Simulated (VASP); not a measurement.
# CoSi3 (Fm-3m) in VASP: notebook

Runs on CoSi3. Level: PBE. Tasks: single point.

All numbers are computed with VASP 6.6.1; they aren't measurements. Logs are shortened: lines on timing, memory, paths and dates and some standing lists are left out, and cuts for length are marked.

### Step 1. The cell of the first run

It takes space group Fm-3m (No. 225, cubic). The conventional cell has a = 5.735 Å, b = 5.735 Å, c = 5.735 Å, α = 90.00°, β = 90.00°, γ = 90.00°. Si (site symmetry -43m) has 10 Si at 2.48 to 2.87 Å and 4 Co at 2.48 Å within 3.3 Å. Si (site symmetry m-3m) has 8 Si at 2.48 Å and 6 Co at 2.87 Å within 3.3 Å. Co (site symmetry m-3m) has 14 Si at 2.48 to 2.87 Å within 3.3 Å.

### Step 2. Single point, PBE, collinear spin, ferromagnetic start

INCAR reads:

```
PREC     = Accurate       # precision mode
ENCUT    = 520            # plane-wave cutoff, eV
EDIFF    = 1E-6           # SCF threshold, eV
ISMEAR   = 0              # smearing method
SIGMA    = 0.1            # smearing width, eV
LREAL    = F              # projectors in reciprocal space
LASPH    = T              # aspherical terms in the spheres
NELM     = 150            # most SCF steps
ALGO     = Normal         # electronic algorithm
ISIF     = 2              # what is computed and relaxed
LWAVE    = F              # write WAVECAR
LCHARG   = F              # write CHGCAR
ISPIN    = 2              # spin polarisation
MAGMOM   = 0 0 0 2        # initial moments
LORBIT   = 11             # projections on sites
LMAXMIX  = 4              # l up to which the mixer works
GGA      = PE             # functional
NBANDS   = 22             # bands
```

KPOINTS reads:

```
regular mesh
0
Gamma
  12 12 12
```

POSCAR reads:

```
CoSi3
1.0
    0.0000000000      2.8675196424      2.8675196424
    2.8675196424      0.0000000000      2.8675196424
    2.8675196424      2.8675196424      0.0000000000
Si Co
3 1
Direct
    0.2500000000      0.2500000000      0.2500000000
    0.7500000000      0.7500000000      0.7500000000
    0.5000000000      0.5000000000      0.5000000000
    0.0000000000      0.0000000000      0.0000000000
```

Potentials or basis: VASP PAW PBE potentials, release 64 (Si, Co).

Command:

```sh
$ cat potpaw_PBE.64/Si/POTCAR potpaw_PBE.64/Co/POTCAR > POTCAR
$ mpirun -np 1 vasp_std > vasp.out
```

OUTCAR:

```text
PREC = Accurate
   ENCUT = 520
   EDIFF = 1E-6
   ISMEAR = 0
   LREAL = F
   LASPH = T
   NELM = 150
   ISIF = 2
   ISPIN = 2
   LORBIT = 11
   GGA = PE

 ion  position               nearest neighbor table
   1  0.250  0.250  0.250-   3 2.48   4 2.48   4 2.48   4 2.48   4 2.48   3 2.48   3 2.48   3 2.48
                             2 2.87   2 2.87   2 2.87   2 2.87   2 2.87   2 2.87
   2  0.750  0.750  0.750-   3 2.48   4 2.48   3 2.48   3 2.48   3 2.48   4 2.48   4 2.48   4 2.48
                             1 2.87   1 2.87   1 2.87   1 2.87   1 2.87   1 2.87
   3  0.500  0.500  0.500-   1 2.48   2 2.48   1 2.48   1 2.48   1 2.48   2 2.48   2 2.48   2 2.48
                             4 2.87   4 2.87   4 2.87   4 2.87   4 2.87   4 2.87
   4  0.000  0.000  0.000-   1 2.48   2 2.48   2 2.48   2 2.48   2 2.48   1 2.48   1 2.48   1 2.48
                             3 2.87   3 2.87   3 2.87   3 2.87   3 2.87   3 2.87

  LATTYP: Found a face centered cubic cell.
 ALAT       =     5.7350392848

  Lattice vectors:

 A1 = (   0.0000000000,   2.8675196424,   2.8675196424)
 A2 = (   2.8675196424,   0.0000000000,   2.8675196424)
 A3 = (   2.8675196424,   2.8675196424,   0.0000000000)

Analysis of symmetry for initial positions (statically):
=====================================================================
 Subroutine PRICEL returns:
 Original cell was already a primitive cell.

 Routine SETGRP: Setting up the symmetry group for a
 face centered cubic supercell.

 Subroutine GETGRP returns: Found 48 space group operations
 (whereof 48 operations were pure point group operations)
 out of a pool of 48 trial point group operations.

The static configuration has the point symmetry O_h .

Analysis of symmetry for dynamics (positions and initial velocities):
=====================================================================
 Subroutine PRICEL returns:
 Original cell was already a primitive cell.

 Routine SETGRP: Setting up the symmetry group for a
 face centered cubic supercell.

 Subroutine GETGRP returns: Found 48 space group operations
 (whereof 48 operations were pure point group operations)
 out of a pool of 48 trial point group operations.

The dynamic configuration has the point symmetry O_h .

Analysis of structural, dynamic, and magnetic symmetry:
=====================================================================
 Subroutine PRICEL returns:
 Original cell was already a primitive cell.

 Routine SETGRP: Setting up the symmetry group for a
 face centered cubic supercell.

 Subroutine GETGRP returns: Found 48 space group operations
 (whereof 48 operations were pure point group operations)
 out of a pool of 48 trial point group operations.

The overall configuration has the point symmetry O_h .

 Subroutine INISYM returns: Found 48 space group operations
 (whereof 48 operations are pure point group operations),
 and found     1 'primitive' translations

----------------------------------------------------------------------------------------

                                     Primitive cell

  volume of cell :      47.1573

  direct lattice vectors                    reciprocal lattice vectors
     0.000000000  2.867519642  2.867519642    -0.174366722  0.174366722  0.174366722
     2.867519642  0.000000000  2.867519642     0.174366722 -0.174366722  0.174366722
     2.867519642  2.867519642  0.000000000     0.174366722  0.174366722 -0.174366722

  length of vectors
     4.055285169  4.055285169  4.055285169     0.302012021  0.302012021  0.302012021

  position of ions in fractional coordinates (direct lattice)
     0.250000000  0.250000000  0.250000000
     0.750000000  0.750000000  0.750000000
     0.500000000  0.500000000  0.500000000
     0.000000000  0.000000000  0.000000000

  ion indices of the primitive-cell ions
   primitive index   ion index
                 1           1
                 2           2
                 3           3
                 4           4

----------------------------------------------------------------------------------------

 KPOINTS: regular mesh

Automatic generation of k-mesh.
 Grid dimensions read from file:
 generate k-points for:   12   12   12

 Generating k-lattice:

  Cartesian coordinates                     Fractional coordinates (reciprocal lattice)
    -0.014530560  0.014530560  0.014530560     0.083333333  0.000000000  0.000000000
     0.014530560 -0.014530560  0.014530560     0.000000000  0.083333333  0.000000000
     0.014530560  0.014530560 -0.014530560     0.000000000  0.000000000  0.083333333

  Length of vectors
     0.025167668  0.025167668  0.025167668

  Shift w.r.t. Gamma in fractional coordinates (k-lattice)
     0.000000000  0.000000000  0.000000000

 Subroutine IBZKPT returns following result:
 ===========================================

 Found     72 irreducible k-points:

 Following reciprocal coordinates:
            Coordinates               Weight
  0.000000  0.000000  0.000000      1.000000
  0.083333  0.000000  0.000000      8.000000
  0.166667  0.000000  0.000000      8.000000
  0.250000  0.000000  0.000000      8.000000
  0.333333  0.000000  0.000000      8.000000
  0.416667  0.000000  0.000000      8.000000
[... 16 lines left out ...]
  0.500000  0.166667  0.000000     24.000000
 -0.416667  0.166667  0.000000     24.000000
 [... further k-points ...]
   k-points           NKPTS =     72   k-points in BZ     NKDIM =     72   number of bands    NBANDS=     22
   number of dos      NEDOS =    301   number of ions     NIONS =      4
   total plane-waves  NPLWV =  27000
   dimension x,y,z NGX =    30 NGY =   30 NGZ =   30
   dimension x,y,z NGXF=    60 NGYF=   60 NGZF=   60
   ions per type =               3   1
   NGX,Y,Z   is equivalent  to a cutoff of  12.30, 12.30, 12.30 a.u.
   NGXF,Y,Z  is equivalent  to a cutoff of  24.60, 24.60, 24.60 a.u.
 SYSTEM =  unknown system
   PREC   = accura    normal or accurate (medium, high low for compatibility)
   ISTART =      0    job   : 0-new  1-cont  2-samecut
   ICHARG =      2    charge: 1-file 2-atom 10-const
   ISPIN  =      2    spin polarized calculation?
   LNONCOLLINEAR =      F non collinear calculations
   LSORBIT =      F    spin-orbit coupling
   LASPH  =      T    aspherical Exc in radial PAW
   ENCUT  =  520.0 eV  38.22 Ry    6.18 a.u.   7.54  7.54  7.54*2*pi/ulx,y,z
   NELM   =    150;   NELMIN=  2; NELMDL= -5     # of ELM steps
   EDIFF  = 0.1E-05   stopping-criterion for ELM
   LREAL  =      F    real-space projection
   EDIFFG = 0.1E-04   stopping-criterion for IOM
   NSW    =      0    number of steps for IOM
   IBRION =     -1    ionic relax: 0-MD 1-quasi-New 2-CG
   NFREE  =      0    steps in history (QN), initial steepest desc. (CG)
   ISIF   =      2    stress and relaxation
   ISYM   =      2    0-nonsym 1-usesym 2-fastsym
   POTIM  = 0.5000    time-step for ionic-motion
   TEBEG  =    0.0;   TEEND  =   0.0 temperature during run
   PSTRESS=    0.0 pullay stress
   NELECT =      21.0000    total number of electrons
   NUPDOWN=      -1.0000    fix difference up-down
   EMIN   =  10.00;   EMAX   =-10.00  energy-range for DOS
   EFERMI =   0.00;   METHOD = LEGACY
   ISMEAR =     0;   SIGMA  =   0.10  broadening in eV -4-tet -1-fermi 0-gaus
   EFERMI_NEDOS =   21; number of points for ismear=-14 and -15
   IALGO  =     38    algorithm
   IMIX   =      4    mixing-type and parameters
     AMIX     =   0.40;   BMIX     =  1.00
     AMIX_MAG =   1.60;   BMIX_MAG =  1.00
  volume/ion in A,a.u.               =      11.79        79.56
  Fermi-wavevector in a.u.,A,eV,Ry     =   1.250158  2.362456 21.264474  1.562895
  Thomas-Fermi vector in A             =   2.384165
   LORBIT       =     11    0 simple, 1 ext, 2 COOP (PROOUT), +10 PAW based schemes
   GGA     = PE    functional components
   LHFCALC =     F    Hartree Fock is set to
   AEXX    =    0.0000 exact exchange contribution
   IVDW    =     0    specifies the selected vdW correction
   LEPSILON=     F    determine dielectric tensor
   LRPA    =     F    only Hartree local field effects (RPA)
 spin polarized calculation
 Gauss-broadening in eV      SIGMA  =   0.10
  energy-cutoff  :      520.00
  volume of cell :       47.16
 maximum number of plane-waves:      1303
   NGX = 15   NGY = 15   NGZ = 15

 number of electron      20.9999996 magnetization       0.2662352

 Free energy of the ion-electron system (eV)
  ---------------------------------------------------
  ext. energy  EPLUGINS =         0.00000000
  ---------------------------------------------------
  free energy    TOTEN  =       -22.04633427 eV

  energy without entropy =      -22.03233831  energy(sigma->0) =      -22.03933629

 E-fermi :  12.3137     XC(G=0): -12.2676

 val. band max:       12.3057872931   @ k =  -0.4167   0.0833   0.0000
 cond. band min:      12.3214220058   @ k =   0.4167   0.4167   0.0000
 fundamental gap:      0.0156347127
 Fermi energy:        12.3136604425

 spin component 1

 k-point     1 :       0.0000    0.0000    0.0000
  band No.  band energies     occupation
      1      -2.8968      1.00000
      2       7.4095      1.00000
      3       7.4095      1.00000
      4       7.4095      1.00000
      5       9.6663      1.00000
      6       9.6663      1.00000
[... 14 lines left out ...]
     21      28.2673      0.00000
     22      28.2673      0.00000

 k-point     2 :       0.0833    0.0000    0.0000
  band No.  band energies     occupation
      1      -2.8054      1.00000
      2       6.7734      1.00000
      3       7.3840      1.00000
      4       7.3840      1.00000
      5       9.2450      1.00000
      6       9.2450      1.00000
[... 14 lines left out ...]
     21      27.0655      0.00000
     22      27.4310      0.00000
[... 523 lines left out ...]
     21      23.2487      0.00000
     22      24.9595      0.00000

 k-point    24 :      -0.4167    0.1667    0.0000
  band No.  band energies     occupation
      1       0.0810      1.00000
      2       1.2613      1.00000
      3       4.8844      1.00000
      4       6.5852      1.00000
      5       8.0121      1.00000
      6       9.3006      1.00000
[... 14 lines left out ...]
     21      24.4661      0.00000
     22      25.1368      0.00000

 [... further k-points ...]

 spin component 2

 k-point     1 :       0.0000    0.0000    0.0000
  band No.  band energies     occupation
      1      -2.8889      1.00000
      2       7.4881      1.00000
      3       7.4881      1.00000
      4       7.4881      1.00000
      5       9.7854      1.00000
      6       9.7854      1.00000
[... 14 lines left out ...]
     21      28.2936      0.00000
     22      28.2936      0.00000

 k-point     2 :       0.0833    0.0000    0.0000
  band No.  band energies     occupation
      1      -2.7975      1.00000
      2       6.8249      1.00000
      3       7.4584      1.00000
      4       7.4584      1.00000
      5       9.3491      1.00000
      6       9.3491      1.00000
[... 14 lines left out ...]
     21      27.0912      0.00000
     22      27.4551      0.00000
[... 523 lines left out ...]
     21      23.2571      0.00000
     22      24.9729      0.00000

 k-point    24 :      -0.4167    0.1667    0.0000
  band No.  band energies     occupation
      1       0.0927      1.00000
      2       1.2690      1.00000
      3       4.9076      1.00000
      4       6.6208      1.00000
      5       8.0457      1.00000
      6       9.4271      1.00000
[... 14 lines left out ...]
     21      24.4832      0.00000
     22      25.1371      0.00000

 [... further k-points ...]

------------------------ aborting loop because EDIFF is reached ----------------------------------------

  FORCE on cell =-STRESS in cart. coord.  units (eV):
  Direction    XX          YY          ZZ          XY          YZ          ZX
  --------------------------------------------------------------------------------------
  -------------------------------------------------------------------------------------
  Total        3.8797219      3.8797219      3.8797219      0.0000000     -0.0000000      0.0000000
  in kB      131.8141322    131.8141322    131.8141322      0.0000000     -0.0000000      0.0000000
  external PRESSURE =     131.8141322 kB  Pullay stress =       0.0000000 kB

 VOLUME and BASIS-vectors are now :
 -----------------------------------------------------------------------------
  energy-cutoff  :      520.00
  volume of cell :       47.16
      direct lattice vectors                 reciprocal lattice vectors
     0.000000000  2.867519642  2.867519642    -0.174366722  0.174366722  0.174366722
     2.867519642  0.000000000  2.867519642     0.174366722 -0.174366722  0.174366722
     2.867519642  2.867519642  0.000000000     0.174366722  0.174366722 -0.174366722

 POSITION                                       TOTAL-FORCE (eV/Angst)
 -----------------------------------------------------------------------------------
      1.43376      1.43376      1.43376        -0.000000     -0.000000     -0.000000
      4.30128      4.30128      4.30128         0.000000      0.000000      0.000000
      2.86752      2.86752      2.86752        -0.000000     -0.000000      0.000000
      0.00000      0.00000      0.00000        -0.000000     -0.000000      0.000000
 -----------------------------------------------------------------------------------
    total drift:                                0.000000     -0.000000     -0.000000

  FREE ENERGIE OF THE ION-ELECTRON SYSTEM (eV)
  ---------------------------------------------------
  free  energy   TOTEN  =       -22.0463342692 eV

  energy  without entropy=      -22.0323383139  energy(sigma->0) =      -22.03933629

 total charge

# of ion       s       p       d       tot
------------------------------------------
    1        0.810   0.793   0.000   1.602
    2        0.810   0.793   0.000   1.602
    3        0.840   0.780   0.000   1.620
    4        0.435   0.523   7.486   8.444
--------------------------------------------------
tot          2.894   2.888   7.486  13.269

 magnetization (x)

# of ion       s       p       d       tot
------------------------------------------
    1        0.007  -0.001   0.000   0.006
    2        0.007  -0.001   0.000   0.006
    3       -0.002   0.011   0.000   0.009
    4       -0.001  -0.004   0.254   0.249
--------------------------------------------------
tot          0.012   0.004   0.254   0.271
```

Run time: 5 min. Hardware: 1 thread of Intel Xeon 8259CL, shared host; peak memory 0.26 GiB.

What came out:

```
Free energy                                           : -22.0463 eV
Pressure                                              : 13.2 GPa
Net moment                                            : 0.27 μB per cell
Site moments                                          : Si +0.01; Co +0.25 μB
Valence electrons inside the program's atomic spheres : Si 1.60, 1.62 (each value once); Co 8.44
```

Levels at points of the mesh, in eV from the Fermi level:
Spin up:
```csv
k point,band 7,band 8,band 9,band 10,band 11,band 12,band 13,band 14,band 15,band 16
"(0.00, 0.00, 0.00)",-2.55,-2.55,-2.55,-2.49,0.22,0.85,0.85,0.85,2.13,2.13
"(0.50, 0.00, 0.00)",-2.71,-2.71,-2.37,-2.37,-0.11,-0.11,1.52,5.34,5.34,5.74
"(0.50, 0.50, 0.00)",-2.36,-2.36,-2.06,-0.97,-0.21,4.48,4.48,5.67,5.67,6.28
```
Spin down:
| k point | band 8 | band 9 | band 10 | band 11 | band 12 | band 13 |
| --- | --- | --- | --- | --- | --- | --- |
| (0.00, 0.00, 0.00) | -2.47 | -2.47 | -2.47 | 0.24 | 1.05 | 1.05 |
| (0.50, 0.00, 0.00) | -2.72 | -2.16 | -2.16 | 0.11 | 0.11 | 1.65 |
| (0.50, 0.50, 0.00) | -2.14 | -1.84 | -0.75 | 0.04 | 4.52 | 4.52 |

Caveat: the cell stands under pressure.

(Part 1 of 2 ends here.)
